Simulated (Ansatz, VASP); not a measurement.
AlNi in VASP and in Ansatz

Contents of INCAR:

```
ALGO = Fast
EDIFF = 1E-6
ENCUT = 520
GGA = PE
ISIF = 2
ISMEAR = 0
LASPH = T
LCHARG = T
LELF = T
LREAL = F
LVHAR = T
LWAVE = F
NBANDS = 14
NELM = 100
PREC = Accurate
SIGMA = 0.15
```

File KPOINTS:

```
k-points
0
Gamma
  20 20 20
```

File POSCAR:

```
AlNi
1.0
    2.8930835326      0.0000000000      0.0361635442
    0.0000000000      2.8930835326      0.0000000000
    0.0361635442      0.0000000000      2.8930835326
Al Ni
1 1
Direct
    0.0000000000      0.0000000000      0.0000000000
    0.5000000000      0.5000000000      0.5000000000
```

Input for Ansatz:

```yaml
crystal:
  lattice:
    - [2.8930835326, 0.0, 0.0361635442]
    - [0.0, 2.8930835326, 0.0]
    - [0.0361635442, 0.0, 2.8930835326]
  atoms:
    - { symbol: Al, position: [0.0, 0.0, 0.0] }
    - { symbol: Ni, position: [0.5, 0.5, 0.5] }
basis:
  ecutwfc: 420
kpoints:
  mp_grid: { grid: [20, 20, 20] }
hamiltonian:
  xc: pbe
scf:
  occupations: { method: gaussian, width: 0.15 }
output:
  forces: true
  stress: true
  eigenvalues: true
```

Change from the starting cell: strain +0.0250 x Voigt [0, 0, 0, 0, 1, 0], atoms carried along.

Alike in both runs: task single point; functional PBE; k mesh 20 × 20 × 20; occupations gaussian, width 0.15 eV; no spin polarisation.

```csv
,VASP,Ansatz
version,VASP 6.6.1,Ansatz 0.2.0
potentials or method,"VASP PAW PBE potentials, release 64 (Al, Ni), cutoff 520 eV","scalar-relativistic, plane waves, PAW"
valence electrons in the cell,13,21
```

Ansatz gave:

| Quantity | Value |
| --- | --- |
| gap on the k mesh at the Fermi level (eV) | none |
| pressure (GPa) | 0.1 |
| traceless stress, the component that is largest in VASP (GPa) | -2.90 |

Question: What did VASP give for the same quantities?

Answer: gap on the k mesh at the Fermi level (eV): none; pressure (GPa): -0.1; traceless stress, the component that is largest in VASP (GPa): -2.89.

A gap of «none» marks a metal or a gap that the smearing closes. VASP's potentials hold 13 valence electrons a cell and Ansatz's 21, so a difference there can come from the potentials and not from the codes.
